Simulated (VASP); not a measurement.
# WC (Fm-3m) in VASP: a series of runs, part 3 of 3

VASP 6.6.1. The steps go on from the part before.

## 5. Single point, PBEsol+D3(BJ)

This run uses another cell than the first one, of 10.54 Å³/atom, 1.043 times its volume.

INCAR reads:

```
SYSTEM = WC
ALGO = Normal
EDIFF = 1E-7
ENCUT = 520
GGA = PS
ISIF = 2
ISMEAR = -1
IVDW = 12
LASPH = .TRUE.
LCHARG = .TRUE.
LELF = .TRUE.
LREAL = .FALSE.
LVHAR = .TRUE.
LWAVE = .FALSE.
NBANDS = 16
NELM = 80
PREC = Accurate
SIGMA = 0.05
```

KPOINTS reads:

```
k-points
0
G
  10 10 10
  0 0 0
```

POSCAR reads:

```
WC
1.0
    0.0000000000      2.1926840000      2.1926840000
    2.1926840000      0.0000000000      2.1926840000
    2.1926840000      2.1926840000      0.0000000000
W C
1 1
Direct
    0.0000000000      0.0000000000      0.0000000000
    0.5000000000      0.5000000000      0.5000000000
```

Potentials or basis: VASP PAW PBE potentials, release 64 (W_sv, C).

On the command line:

```bash
$ cat potpaw_PBE.64/W_sv/POTCAR potpaw_PBE.64/C/POTCAR > POTCAR
$ mpirun -np 1 vasp_std > vasp.out
```

OUTCAR:

```text
SYSTEM = WC
   EDIFF = 1E-7
   ENCUT = 520
   GGA = PS
   ISIF = 2
   ISMEAR = -1
   IVDW = 12
   LASPH = .TRUE.
   LREAL = .FALSE.
   NELM = 80
   PREC = Accurate
 IVDW          = 12

 ion  position               nearest neighbor table
   1  0.000  0.000  0.000-   2 2.19   2 2.19   2 2.19   2 2.19   2 2.19   2 2.19
   2  0.500  0.500  0.500-   1 2.19   1 2.19   1 2.19   1 2.19   1 2.19   1 2.19

  LATTYP: Found a face centered cubic cell.
 ALAT       =     4.3853680000

  Lattice vectors:

 A1 = (   0.0000000000,   2.1926840000,   2.1926840000)
 A2 = (   2.1926840000,   0.0000000000,   2.1926840000)
 A3 = (   2.1926840000,   2.1926840000,   0.0000000000)

Analysis of symmetry for initial positions (statically):
=====================================================================
 Subroutine PRICEL returns:
 Original cell was already a primitive cell.

 Routine SETGRP: Setting up the symmetry group for a
 face centered cubic supercell.

 Subroutine GETGRP returns: Found 48 space group operations
 (whereof 48 operations were pure point group operations)
 out of a pool of 48 trial point group operations.

The static configuration has the point symmetry O_h .

Analysis of symmetry for dynamics (positions and initial velocities):
=====================================================================
 Subroutine PRICEL returns:
 Original cell was already a primitive cell.

 Routine SETGRP: Setting up the symmetry group for a
 face centered cubic supercell.

 Subroutine GETGRP returns: Found 48 space group operations
 (whereof 48 operations were pure point group operations)
 out of a pool of 48 trial point group operations.

The dynamic configuration has the point symmetry O_h .

 Subroutine INISYM returns: Found 48 space group operations
 (whereof 48 operations are pure point group operations),
 and found     1 'primitive' translations

----------------------------------------------------------------------------------------

                                     Primitive cell

  volume of cell :      21.0842

  direct lattice vectors                    reciprocal lattice vectors
     0.000000000  2.192684000  2.192684000    -0.228031034  0.228031034  0.228031034
     2.192684000  0.000000000  2.192684000     0.228031034 -0.228031034  0.228031034
     2.192684000  2.192684000  0.000000000     0.228031034  0.228031034 -0.228031034

  length of vectors
     3.100923451  3.100923451  3.100923451     0.394961337  0.394961337  0.394961337

  position of ions in fractional coordinates (direct lattice)
     0.000000000  0.000000000  0.000000000
     0.500000000  0.500000000  0.500000000

  ion indices of the primitive-cell ions
   primitive index   ion index
                 1           1
                 2           2

----------------------------------------------------------------------------------------

 KPOINTS: k-points

Automatic generation of k-mesh.
 Grid dimensions read from file:
 generate k-points for:   10   10   10

 Generating k-lattice:

  Cartesian coordinates                     Fractional coordinates (reciprocal lattice)
    -0.022803103  0.022803103  0.022803103     0.100000000  0.000000000  0.000000000
     0.022803103 -0.022803103  0.022803103     0.000000000  0.100000000  0.000000000
     0.022803103  0.022803103 -0.022803103     0.000000000  0.000000000  0.100000000

  Length of vectors
     0.039496134  0.039496134  0.039496134

  Shift w.r.t. Gamma in fractional coordinates (k-lattice)
     0.000000000  0.000000000  0.000000000

 Subroutine IBZKPT returns following result:
 ===========================================

 Found     47 irreducible k-points:

 Following reciprocal coordinates:
            Coordinates               Weight
  0.000000  0.000000  0.000000      1.000000
  0.100000  0.000000  0.000000      8.000000
  0.200000  0.000000  0.000000      8.000000
  0.300000  0.000000  0.000000      8.000000
  0.400000  0.000000  0.000000      8.000000
  0.500000  0.000000  0.000000      4.000000
[... 16 lines left out ...]
  0.300000  0.300000  0.000000      6.000000
  0.400000  0.300000  0.000000     24.000000
 [... further k-points ...]
   k-points           NKPTS =     47   k-points in BZ     NKDIM =     47   number of bands    NBANDS=     16
   number of dos      NEDOS =    301   number of ions     NIONS =      2
   total plane-waves  NPLWV =  13824
   dimension x,y,z NGX =    24 NGY =   24 NGZ =   24
   dimension x,y,z NGXF=    48 NGYF=   48 NGZF=   48
   ions per type =               1   1
   NGX,Y,Z   is equivalent  to a cutoff of  12.87, 12.87, 12.87 a.u.
   NGXF,Y,Z  is equivalent  to a cutoff of  25.73, 25.73, 25.73 a.u.
 SYSTEM =  WC
   PREC   = accura    normal or accurate (medium, high low for compatibility)
   ISTART =      0    job   : 0-new  1-cont  2-samecut
   ICHARG =      2    charge: 1-file 2-atom 10-const
   ISPIN  =      1    spin polarized calculation?
   LNONCOLLINEAR =      F non collinear calculations
   LSORBIT =      F    spin-orbit coupling
   LASPH  =      T    aspherical Exc in radial PAW
   ENCUT  =  520.0 eV  38.22 Ry    6.18 a.u.   5.77  5.77  5.77*2*pi/ulx,y,z
   NELM   =     80;   NELMIN=  2; NELMDL= -5     # of ELM steps
   EDIFF  = 0.1E-06   stopping-criterion for ELM
   LREAL  =      F    real-space projection
   EDIFFG = 0.1E-05   stopping-criterion for IOM
   NSW    =      0    number of steps for IOM
   IBRION =     -1    ionic relax: 0-MD 1-quasi-New 2-CG
   NFREE  =      0    steps in history (QN), initial steepest desc. (CG)
   ISIF   =      2    stress and relaxation
   ISYM   =      2    0-nonsym 1-usesym 2-fastsym
   POTIM  = 0.5000    time-step for ionic-motion
   TEBEG  =    0.0;   TEEND  =   0.0 temperature during run
   PSTRESS=    0.0 pullay stress
   NELECT =      18.0000    total number of electrons
   NUPDOWN=      -1.0000    fix difference up-down
   EMIN   =  10.00;   EMAX   =-10.00  energy-range for DOS
   EFERMI =   0.00;   METHOD = LEGACY
   ISMEAR =    -1;   SIGMA  =   0.05  broadening in eV -4-tet -1-fermi 0-gaus
   EFERMI_NEDOS =   21; number of points for ismear=-14 and -15
   IALGO  =     38    algorithm
   IMIX   =      4    mixing-type and parameters
     AMIX     =   0.40;   BMIX     =  1.00
     AMIX_MAG =   1.60;   BMIX_MAG =  1.00
  volume/ion in A,a.u.               =      10.54        71.14
  Fermi-wavevector in a.u.,A,eV,Ry     =   1.553029  2.934800 32.815887  2.411900
  Thomas-Fermi vector in A             =   2.657319
   LORBIT       =      0    0 simple, 1 ext, 2 COOP (PROOUT), +10 PAW based schemes
   GGA     = PS    functional components
   LHFCALC =     F    Hartree Fock is set to
   AEXX    =    0.0000 exact exchange contribution
   IVDW    =    12    specifies the selected vdW correction
   LEPSILON=     F    determine dielectric tensor
   LRPA    =     F    only Hartree local field effects (RPA)
 non-spin polarized calculation
  energy-cutoff  :      520.00
  volume of cell :       21.08
 maximum number of plane-waves:       588
   NGX = 11   NGY = 11   NGZ = 11

 number of electron      18.0000001 magnetization

 Free energy of the ion-electron system (eV)
  ---------------------------------------------------
  ext. energy  EPLUGINS =         0.00000000
  ---------------------------------------------------
  free energy    TOTEN  =       -22.99996141 eV

  energy without entropy =      -22.99357293  energy(sigma->0) =      -22.99676717

 E-fermi :  12.3018     XC(G=0): -13.8417

 val. band max:       12.1988369107   @ k =   0.3000   0.2000   0.1000
 cond. band min:      12.3527606398   @ k =  -0.3000   0.3000   0.1000
 fundamental gap:      0.1539237291
 Fermi energy:        12.3018180476

 k-point     1 :       0.0000    0.0000    0.0000
  band No.  band energies     occupation
      1     -63.1159      2.00000
      2     -27.1128      2.00000
      3     -27.1128      2.00000
      4     -27.1128      2.00000
      5      -3.5283      2.00000
      6       9.4925      2.00000
[... 8 lines left out ...]
     15      21.8788      0.00000
     16      35.4866      0.00000
[... 419 lines left out ...]
 k-point    24 :       0.4000    0.3000    0.0000
  band No.  band energies     occupation
      1     -63.0762      2.00000
      2     -27.5463      2.00000
      3     -27.2910      2.00000
      4     -27.2731      2.00000
      5      -1.0586      2.00000
      6       5.1891      2.00000
[... 8 lines left out ...]
     15      23.9708      0.00000
     16      27.6378      0.00000

 [... further k-points ...]

------------------------ aborting loop because EDIFF is reached ----------------------------------------

 Edisp (eV)   -0.88498

 E8    (eV) :    -0.6097

  FORCE on cell =-STRESS in cart. coord.  units (eV):
  Direction    XX          YY          ZZ          XY          YZ          ZX
  --------------------------------------------------------------------------------------
  -------------------------------------------------------------------------------------
  Total      -2.10844    -2.10844    -2.10844    -0.00000    -0.00000     0.00000
  in kB    -160.21889  -160.21889  -160.21889    -0.00000    -0.00000     0.00000
  external pressure =     -160.22 kB  Pullay stress =        0.00 kB

 VOLUME and BASIS-vectors are now :
 -----------------------------------------------------------------------------
  energy-cutoff  :      520.00
  volume of cell :       21.08
      direct lattice vectors                 reciprocal lattice vectors
     0.000000000  2.192684000  2.192684000    -0.228031034  0.228031034  0.228031034
     2.192684000  0.000000000  2.192684000     0.228031034 -0.228031034  0.228031034
     2.192684000  2.192684000  0.000000000     0.228031034  0.228031034 -0.228031034

 POSITION                                       TOTAL-FORCE (eV/Angst)
 -----------------------------------------------------------------------------------
      0.00000      0.00000      0.00000         0.000000      0.000000      0.000000
      2.19268      2.19268      2.19268        -0.000000     -0.000000     -0.000000
 -----------------------------------------------------------------------------------
    total drift:                                0.000000     -0.000000     -0.000000

  FREE ENERGIE OF THE ION-ELECTRON SYSTEM (eV)
  ---------------------------------------------------
  free  energy   TOTEN  =       -23.8849459990 eV

  energy  without entropy=      -23.8785575125  energy(sigma->0) =      -23.88175176
```

stdout:

```text
POSCAR found type information on POSCAR W C
 POSCAR found :  2 types and       2 ions
 scaLAPACK will be used
 -----------------------------------------------------------------------------
|                                                                             |
|                                                                             |
|     You enforced a specific xc type in the INCAR file but a different       |
|     I HOPE YOU KNOW WHAT YOU ARE DOING!                                     |
|                                                                             |
 -----------------------------------------------------------------------------

 LDA part: xc-table for (Slater+PW92), standard interpolation
 POSCAR, INCAR and KPOINTS ok, starting setup
 FFT: planning ... GRIDC
 FFT: planning ... GRID_SOFT
 FFT: planning ... GRID
 WAVECAR not read
 entering main loop
```

Wall time 8.8 s (1 thread of AMD EPYC 9R45 (Zen 5), shared host); peak memory 0.13 GiB.

What came out:

| Property | Result |
| --- | --- |
| Free energy | -23.8849 eV |
| Pressure | -16.0 GPa |
| Band gap on the k mesh | zero (band 9 reaches 13.30 eV, above the bottom of band 10 at 10.11 eV) |
| Dispersion energy per atom | -0.442 eV |

Caveat: three body term missing; the PAW data sets were made with another functional, which shifts forces and pressure a little; spin-orbit coupling is left out, which moves the levels of the heavy elements; pairwise dispersion overbinds metals, which lowers pressure and volume.

## 6. Overview

```tsv
level	cell	gap on the mesh (eV)	pressure (GPa)
PBEsol+D3(BJ)	a = 3.058 Å, angles 60.0°, 2 atoms	none	-0.4
PBEsol+D4	a = 3.062 Å, angles 60.0°, 2 atoms	none	1.2
PBEsol	a = 3.072 Å, angles 60.0°, 2 atoms	none	1.1
PBEsol+D3(BJ)	a = 3.101 Å, angles 60.0°, 2 atoms	none	-16.0
```

Alike in all rows: task single point; potentials or basis VASP PAW PBE potentials, release 64 (W_sv, C); no spin polarisation; k mesh 10 × 10 × 10; cutoff (eV) 520; smearing fermi-dirac 0.05 eV.

Caveats: the PAW data sets were made with another functional, which shifts forces and pressure a little; spin-orbit coupling is left out, which moves the levels of the heavy elements; pairwise dispersion overbinds metals, which lowers pressure and volume (some runs); three body term missing (some runs).

Total energies depend on the potentials used, so only differences within one code and one set of settings carry meaning.
